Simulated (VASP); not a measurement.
# Ti4HBr (P4/mmm) in VASP: notebook

Runs on Ti4HBr. Level: PBE. Tasks: single point.

Everything below comes from runs of VASP 6.6.1. Logs are shortened: lines on timing, memory, paths and dates and some standing lists are left out, and cuts for length are marked.

### Step 1. The cell of the first run

Symmetry: P4/mmm, No. 123, tetragonal system. The conventional cell has a = 3.841 Å, b = 3.841 Å, c = 5.561 Å, α = 90.00°, β = 90.00°, γ = 90.00°. Within 3.1 Å of Ti (site symmetry 2mm) lie 2 H at 2.31 Å and 2 Br at 2.43 Å and 6 Ti at 2.57 to 2.99 Å. H (site symmetry 4/mmm) has 8 Ti at 2.31 Å within 3.1 Å. Within 3.2 Å of Br (site symmetry 4/mmm) lie 8 Ti at 2.43 Å.

### Step 2. Single point, PBE, collinear spin, ferromagnetic start

Contents of INCAR:

```
SYSTEM = Ti4HBr
  PREC = Accurate
  ENCUT = 520
  EDIFF = 1E-6
  ISMEAR = 0
  SIGMA = 0.1
  LREAL = .False.
  LASPH = .True.
  NELM = 150
  ALGO = Normal
  ISIF = 2
  LWAVE = .False.
  LCHARG = .False.
  ISPIN = 2
  MAGMOM = 1 1 1 1 0 0
  LORBIT = 11
  LMAXMIX = 4
  GGA = PE
  NBANDS = 41
```

Contents of KPOINTS:

```
regular mesh
0
Gamma
  4 4 4
  0 0 0
```

Contents of POSCAR:

```
Ti4HBr
1.0
    3.8413380800      0.0000000000      0.0000000000
    0.0000000000      3.8413380800      0.0000000000
    0.0000000000      0.0000000000      5.5610390600
Ti H Br
4 1 1
Direct
    0.5000000000      0.0000000000      0.7312811000
    0.0000000000      0.5000000000      0.2687189000
    0.5000000000      0.0000000000      0.2687189000
    0.0000000000      0.5000000000      0.7312811000
    0.5000000000      0.5000000000      0.5000000000
    0.0000000000      0.0000000000      0.0000000000
```

Potentials or basis: VASP PAW PBE potentials, release 64 (Ti_sv, H, Br).

On the command line:

```console
> cat potpaw_PBE.64/Ti_sv/POTCAR potpaw_PBE.64/H/POTCAR potpaw_PBE.64/Br/POTCAR > POTCAR
> mpirun -np 1 vasp_std > vasp.out
```

OUTCAR:

```text
SYSTEM = Ti4HBr
   PREC = Accurate
   ENCUT = 520
   EDIFF = 1E-6
   ISMEAR = 0
   LREAL = .False.
   LASPH = .True.
   NELM = 150
   ISIF = 2
   ISPIN = 2
   LORBIT = 11
   GGA = PE

 ion  position               nearest neighbor table
   1  0.500  0.000  0.731-   6 2.43   6 2.43   3 2.57   4 2.72   4 2.72   4 2.72   4 2.72
   2  0.000  0.500  0.269-   6 2.43   6 2.43   4 2.57   3 2.72   3 2.72   3 2.72   3 2.72
   3  0.500  0.000  0.269-   6 2.43   6 2.43   1 2.57   2 2.72   2 2.72   2 2.72   2 2.72
   4  0.000  0.500  0.731-   6 2.43   6 2.43   2 2.57   1 2.72   1 2.72   1 2.72   1 2.72
   5  0.500  0.500  0.500-
   6  0.000  0.000  0.000-   1 2.43   2 2.43   3 2.43   4 2.43   2 2.43   4 2.43   1 2.43   3 2.43

  LATTYP: Found a simple tetragonal cell.
 ALAT       =     3.8413380800
 C/A-ratio  =     1.4476827981

  Lattice vectors:

 A1 = (   3.8413380800,   0.0000000000,   0.0000000000)
 A2 = (   0.0000000000,   3.8413380800,   0.0000000000)
 A3 = (   0.0000000000,   0.0000000000,   5.5610390600)

Analysis of symmetry for initial positions (statically):
=====================================================================
 Subroutine PRICEL returns:
 Original cell was already a primitive cell.

 Routine SETGRP: Setting up the symmetry group for a
 simple tetragonal supercell.

 Subroutine GETGRP returns: Found 16 space group operations
 (whereof 16 operations were pure point group operations)
 out of a pool of 16 trial point group operations.

The static configuration has the point symmetry D_4h.

Analysis of symmetry for dynamics (positions and initial velocities):
=====================================================================
 Subroutine PRICEL returns:
 Original cell was already a primitive cell.

 Routine SETGRP: Setting up the symmetry group for a
 simple tetragonal supercell.

 Subroutine GETGRP returns: Found 16 space group operations
 (whereof 16 operations were pure point group operations)
 out of a pool of 16 trial point group operations.

The dynamic configuration has the point symmetry D_4h.

Analysis of structural, dynamic, and magnetic symmetry:
=====================================================================
 Subroutine PRICEL returns:
 Original cell was already a primitive cell.

 Routine SETGRP: Setting up the symmetry group for a
 simple tetragonal supercell.

 Subroutine GETGRP returns: Found 16 space group operations
 (whereof 16 operations were pure point group operations)
 out of a pool of 16 trial point group operations.

The overall configuration has the point symmetry D_4h.

 Subroutine INISYM returns: Found 16 space group operations
 (whereof 16 operations are pure point group operations),
 and found     1 'primitive' translations

----------------------------------------------------------------------------------------

                                     Primitive cell

  volume of cell :      82.0580

  direct lattice vectors                    reciprocal lattice vectors
     3.841338080  0.000000000  0.000000000     0.260325954  0.000000000  0.000000000
     0.000000000  3.841338080  0.000000000     0.000000000  0.260325954  0.000000000
     0.000000000  0.000000000  5.561039060     0.000000000  0.000000000  0.179822510

  length of vectors
     3.841338080  3.841338080  5.561039060     0.260325954  0.260325954  0.179822510

  position of ions in fractional coordinates (direct lattice)
     0.500000000  0.000000000  0.731281100
     0.000000000  0.500000000  0.268718900
     0.500000000  0.000000000  0.268718900
     0.000000000  0.500000000  0.731281100
     0.500000000  0.500000000  0.500000000
     0.000000000  0.000000000  0.000000000

  ion indices of the primitive-cell ions
   primitive index   ion index
                 1           1
                 2           2
                 3           3
                 4           4
                 5           5
                 6           6

----------------------------------------------------------------------------------------

 KPOINTS: regular mesh

Automatic generation of k-mesh.
 Grid dimensions read from file:
 generate k-points for:    4    4    4

 Generating k-lattice:

  Cartesian coordinates                     Fractional coordinates (reciprocal lattice)
     0.065081488  0.000000000  0.000000000     0.250000000  0.000000000  0.000000000
     0.000000000  0.065081488  0.000000000     0.000000000  0.250000000  0.000000000
     0.000000000  0.000000000  0.044955627     0.000000000  0.000000000  0.250000000

  Length of vectors
     0.065081488  0.065081488  0.044955627

  Shift w.r.t. Gamma in fractional coordinates (k-lattice)
     0.000000000  0.000000000  0.000000000

 Subroutine IBZKPT returns following result:
 ===========================================

 Found     18 irreducible k-points:

 Following reciprocal coordinates:
            Coordinates               Weight
  0.000000  0.000000  0.000000      1.000000
  0.250000  0.000000  0.000000      4.000000
  0.500000  0.000000  0.000000      2.000000
  0.250000  0.250000  0.000000      4.000000
  0.500000  0.250000  0.000000      4.000000
  0.500000  0.500000  0.000000      1.000000
[... 10 lines left out ...]
  0.500000  0.250000  0.500000      4.000000
  0.500000  0.500000  0.500000      1.000000
   k-points           NKPTS =     18   k-points in BZ     NKDIM =     18   number of bands    NBANDS=     41
   number of dos      NEDOS =    301   number of ions     NIONS =      6
   total plane-waves  NPLWV =  37800
   dimension x,y,z NGX =    30 NGY =   30 NGZ =   42
   dimension x,y,z NGXF=    60 NGYF=   60 NGZF=   84
   ions per type =               4   1   1
   NGX,Y,Z   is equivalent  to a cutoff of  12.98, 12.98, 12.56 a.u.
   NGXF,Y,Z  is equivalent  to a cutoff of  25.97, 25.97, 25.11 a.u.
 SYSTEM =  Ti4HBr
   PREC   = accura    normal or accurate (medium, high low for compatibility)
   ISTART =      0    job   : 0-new  1-cont  2-samecut
   ICHARG =      2    charge: 1-file 2-atom 10-const
   ISPIN  =      2    spin polarized calculation?
   LNONCOLLINEAR =      F non collinear calculations
   LSORBIT =      F    spin-orbit coupling
   LASPH  =      T    aspherical Exc in radial PAW
   ENCUT  =  520.0 eV  38.22 Ry    6.18 a.u.   7.14  7.14 10.34*2*pi/ulx,y,z
   NELM   =    150;   NELMIN=  2; NELMDL= -5     # of ELM steps
   EDIFF  = 0.1E-05   stopping-criterion for ELM
   LREAL  =      F    real-space projection
   EDIFFG = 0.1E-04   stopping-criterion for IOM
   NSW    =      0    number of steps for IOM
   IBRION =     -1    ionic relax: 0-MD 1-quasi-New 2-CG
   NFREE  =      0    steps in history (QN), initial steepest desc. (CG)
   ISIF   =      2    stress and relaxation
   ISYM   =      2    0-nonsym 1-usesym 2-fastsym
   POTIM  = 0.5000    time-step for ionic-motion
   TEBEG  =    0.0;   TEEND  =   0.0 temperature during run
   PSTRESS=    0.0 pullay stress
   NELECT =      56.0000    total number of electrons
   NUPDOWN=      -1.0000    fix difference up-down
   EMIN   =  10.00;   EMAX   =-10.00  energy-range for DOS
   EFERMI =   0.00;   METHOD = LEGACY
   ISMEAR =     0;   SIGMA  =   0.10  broadening in eV -4-tet -1-fermi 0-gaus
   EFERMI_NEDOS =   21; number of points for ismear=-14 and -15
   IALGO  =     38    algorithm
   IMIX   =      4    mixing-type and parameters
     AMIX     =   0.40;   BMIX     =  1.00
     AMIX_MAG =   1.60;   BMIX_MAG =  1.00
  volume/ion in A,a.u.               =      13.68        92.29
  Fermi-wavevector in a.u.,A,eV,Ry     =   1.441331  2.723721 28.265234  2.077436
  Thomas-Fermi vector in A             =   2.559976
   LORBIT       =     11    0 simple, 1 ext, 2 COOP (PROOUT), +10 PAW based schemes
   GGA     = PE    functional components
   LHFCALC =     F    Hartree Fock is set to
   AEXX    =    0.0000 exact exchange contribution
   IVDW    =     0    specifies the selected vdW correction
   LEPSILON=     F    determine dielectric tensor
   LRPA    =     F    only Hartree local field effects (RPA)
 spin polarized calculation
 Gauss-broadening in eV      SIGMA  =   0.10
  energy-cutoff  :      520.00
  volume of cell :       82.06
 maximum number of plane-waves:      2228
 NGX is ok and might be reduce to    30
   NGX = 15   NGY = 15   NGZ = 21

 number of electron      56.0000039 magnetization       0.0005356

 Free energy of the ion-electron system (eV)
  ---------------------------------------------------
  ext. energy  EPLUGINS =         0.00000000
  ---------------------------------------------------
  free energy    TOTEN  =       -33.03259309 eV

  energy without entropy =      -33.00560068  energy(sigma->0) =      -33.01909688

 E-fermi :   9.6017     XC(G=0): -11.7485

 val. band max:        9.5849975747   @ k =   0.5000   0.0000   0.0000
 cond. band min:       9.6228073258   @ k =   0.5000   0.0000   0.2500
 fundamental gap:      0.0378097511
 Fermi energy:         9.6017396858

 spin component 1

 k-point     1 :       0.0000    0.0000    0.0000
  band No.  band energies     occupation
      1     -47.0424      1.00000
      2     -46.9417      1.00000
      3     -46.8510      1.00000
      4     -46.7595      1.00000
      5     -23.7899      1.00000
      6     -23.6114      1.00000
[... 32 lines left out ...]
     39      13.0618      0.00000
     40      13.9774      0.00000

 k-point     2 :       0.2500    0.0000    0.0000
  band No.  band energies     occupation
      1     -47.0140      1.00000
      2     -46.9147      1.00000
      3     -46.8786      1.00000
      4     -46.7858      1.00000
      5     -23.7511      1.00000
      6     -23.5713      1.00000
[... 677 lines left out ...]
     39      12.1340      0.00000
     40      12.3010      0.00000

 k-point    18 :       0.5000    0.5000    0.5000
  band No.  band energies     occupation
      1     -46.9260      1.00000
      2     -46.9260      1.00000
      3     -46.8665      1.00000
      4     -46.8665      1.00000
      5     -23.8231      1.00000
      6     -23.8094      1.00000
[... 32 lines left out ...]
     39      12.5955      0.00000
     40      12.6722      0.00000
 Fermi energy:         9.6017396858

 spin component 2

 k-point     1 :       0.0000    0.0000    0.0000
  band No.  band energies     occupation
      1     -47.0423      1.00000
      2     -46.9417      1.00000
      3     -46.8509      1.00000
      4     -46.7594      1.00000
      5     -23.7899      1.00000
      6     -23.6114      1.00000
[... 32 lines left out ...]
     39      13.0618      0.00000
     40      13.9808      0.00000

 k-point     2 :       0.2500    0.0000    0.0000
  band No.  band energies     occupation
      1     -47.0139      1.00000
      2     -46.9146      1.00000
      3     -46.8786      1.00000
      4     -46.7857      1.00000
      5     -23.7511      1.00000
      6     -23.5713      1.00000
[... 677 lines left out ...]
     39      12.1341      0.00000
     40      12.3011      0.00000

 k-point    18 :       0.5000    0.5000    0.5000
  band No.  band energies     occupation
      1     -46.9260      1.00000
      2     -46.9260      1.00000
      3     -46.8664      1.00000
      4     -46.8664      1.00000
      5     -23.8230      1.00000
      6     -23.8093      1.00000
[... 32 lines left out ...]
     39      12.5957      0.00000
     40      12.6723      0.00000
 [bands above 40 left out]

------------------------ aborting loop because EDIFF is reached ----------------------------------------

  FORCE on cell =-STRESS in cart. coord.  units (eV):
  Direction    XX          YY          ZZ          XY          YZ          ZX
  --------------------------------------------------------------------------------------
  -------------------------------------------------------------------------------------
  Total        9.2174258      9.2174258      8.3774963      0.0000000      0.0000000      0.0000000
  in kB      179.9696304    179.9696304    163.5700618      0.0000000      0.0000000      0.0000000
  external PRESSURE =     174.5031075 kB  Pullay stress =       0.0000000 kB

 VOLUME and BASIS-vectors are now :
 -----------------------------------------------------------------------------
  energy-cutoff  :      520.00
  volume of cell :       82.06
      direct lattice vectors                 reciprocal lattice vectors
     3.841338080  0.000000000  0.000000000     0.260325954  0.000000000  0.000000000
     0.000000000  3.841338080  0.000000000     0.000000000  0.260325954  0.000000000
     0.000000000  0.000000000  5.561039060     0.000000000  0.000000000  0.179822510

 POSITION                                       TOTAL-FORCE (eV/Angst)
 -----------------------------------------------------------------------------------
      1.92067      0.00000      4.06668        -0.000000      0.000000     -1.042698
      0.00000      1.92067      1.49436         0.000000     -0.000000      1.042698
      1.92067      0.00000      1.49436         0.000000     -0.000000      1.042698
      0.00000      1.92067      4.06668         0.000000     -0.000000     -1.042698
      1.92067      1.92067      2.78052         0.000000     -0.000000     -0.000000
      0.00000      0.00000      0.00000         0.000000     -0.000000     -0.000000
 -----------------------------------------------------------------------------------
    total drift:                                0.000000      0.000000      0.000000

  FREE ENERGIE OF THE ION-ELECTRON SYSTEM (eV)
  ---------------------------------------------------
  free  energy   TOTEN  =       -33.0325930853 eV

  energy  without entropy=      -33.0056006828  energy(sigma->0) =      -33.01909688

 total charge

# of ion       s       p       d       tot
------------------------------------------
    1        2.207   6.102   2.198  10.507
    2        2.207   6.102   2.198  10.507
    3        2.207   6.102   2.198  10.507
    4        2.207   6.102   2.198  10.507
    5        0.453   0.020   0.000   0.473
    6        1.596   3.323   0.290   5.208
--------------------------------------------------
tot         10.877  27.751   9.081  47.709

 magnetization (x)

# of ion       s       p       d       tot
------------------------------------------
    1        0.000   0.000   0.000   0.000
    2        0.000   0.000   0.000   0.000
    3        0.000   0.000   0.000   0.000
    4        0.000   0.000   0.000   0.000
    5       -0.000   0.000   0.000  -0.000
    6        0.000  -0.000  -0.000  -0.000
--------------------------------------------------
tot          0.000   0.000   0.000   0.000
```

It took 2.9 min on 1 thread of Oxide Virtual Turin-like, shared host; peak memory 0.22 GiB.

What came out:

```yaml
Free_energy: -33.0326 eV
Pressure: 17.5 GPa
Largest_force: 1.043 eV/Å
Band_gap_on_the_k_mesh: zero (filled and empty bands overlap)
Net_moment: 0.00 μB per cell
Valence_electrons_inside_the_program's_atomic_spheres: Ti 10.51; H 0.47; Br 5.21
```

Forces in eV/Å, atoms in the order of the input:
```
Ti   0.000  0.000 -1.043
Ti   0.000  0.000  1.043
Ti   0.000  0.000  1.043
Ti   0.000  0.000 -1.043
H    0.000  0.000  0.000
Br   0.000  0.000  0.000
```

Caveat: the k points lie up to 0.41 Å⁻¹ apart; forces of over 1 eV/Å act on the atoms, so gaps and moduli don't describe the material at rest.

### Step 3. Single point, PBE, collinear spin, ferromagnetic start

This run uses another cell than the first one, of 16.57 Å³/atom, 1.211 times its volume.

Contents of INCAR:

```
SYSTEM = Ti4HBr
  ALGO = Normal
  EDIFF = 1E-6
  ENCUT = 520
  GGA = PE
  ISIF = 2
  ISMEAR = 0
  ISPIN = 2
  LASPH = .TRUE.
  LCHARG = .FALSE.
  LMAXMIX = 4
  LORBIT = 11
  LREAL = .FALSE.
  LWAVE = .FALSE.
  MAGMOM = 1 1 1 1 0 0
  NBANDS = 41
  NELM = 150
  PREC = Accurate
  SIGMA = 0.1
```

Contents of KPOINTS:

```
k-points
0
G
  4 4 4
  0 0 0
```

Contents of POSCAR:

```
Ti4HBr
1.0
    3.7261415880      0.0000000000      0.0000000000
    0.0000000000      3.7261415880      0.0000000000
    0.0000000000      0.0000000000      7.1595575850
Ti H Br
4 1 1
Direct
    0.5000000000      0.0000000000      0.6854573835
    0.0000000000      0.5000000000      0.3145426165
    0.5000000000      0.0000000000      0.3145426165
    0.0000000000      0.5000000000      0.6854573835
    0.5000000000      0.5000000000      0.5000000000
    0.0000000000      0.0000000000      0.0000000000
```

Potentials or basis: VASP PAW PBE potentials, release 64 (Ti_sv, H, Br).

On the command line:

```console
> cat potpaw_PBE.64/Ti_sv/POTCAR potpaw_PBE.64/H/POTCAR potpaw_PBE.64/Br/POTCAR > POTCAR
> mpirun -np 1 vasp_std > vasp.out
```

Wall time 4 min (1 thread of Oxide Virtual Turin-like, shared host); peak memory 0.26 GiB.

Results (log left out):

- Free energy: -34.2130 eV
- Pressure: 0.1 GPa
- Net moment: 1.10 μB per cell
- Site moments: Ti +0.23; H -0.00; Br -0.00 μB
- Valence electrons inside the program's atomic spheres: Ti 10.37; H 0.48; Br 4.86

Stress tensor (GPa, compression positive):
```
-0.11  0.00  0.00
 0.00 -0.11  0.00
 0.00  0.00  0.54
```

Levels at points of the mesh, in eV from the Fermi level:
Spin up:
```
           k point  band 27  band 28  band 29  band 30  band 31  band 32
(0.00, 0.00, 0.00)    -0.99    -0.46    -0.46     0.06     0.18     0.68
(0.50, 0.00, 0.00)     0.36     0.44     0.50     0.75     0.76     0.79
(0.50, 0.50, 0.00)    -0.77    -0.16    -0.16    -0.14     1.40     1.94
(0.00, 0.00, 0.50)    -1.00    -1.00    -1.00     0.47     0.76     1.64
(0.50, 0.00, 0.50)    -0.33     0.10     0.31     0.62     0.85     0.91
(0.50, 0.50, 0.50)    -0.57    -0.41    -0.41    -0.02     0.45     1.89
```
Spin down:
| k point | band 26 | band 27 | band 28 | band 29 | band 30 | band 31 |
| --- | --- | --- | --- | --- | --- | --- |
| (0.00, 0.00, 0.00) | -0.90 | -0.84 | -0.33 | -0.33 | 0.26 | 0.70 |
| (0.50, 0.00, 0.00) | 0.24 | 0.50 | 0.66 | 0.77 | 0.86 | 0.88 |
| (0.50, 0.50, 0.00) | -0.61 | -0.61 | -0.09 | 0.55 | 0.55 | 1.45 |
| (0.00, 0.00, 0.50) | -0.88 | -0.88 | -0.85 | -0.83 | 0.96 | 1.20 |
| (0.50, 0.00, 0.50) | 0.22 | 0.25 | 0.27 | 0.44 | 0.74 | 0.98 |
| (0.50, 0.50, 0.50) | -0.38 | -0.38 | 0.02 | 0.22 | 0.22 | 0.50 |

Caveat: the k points lie up to 0.42 Å⁻¹ apart.
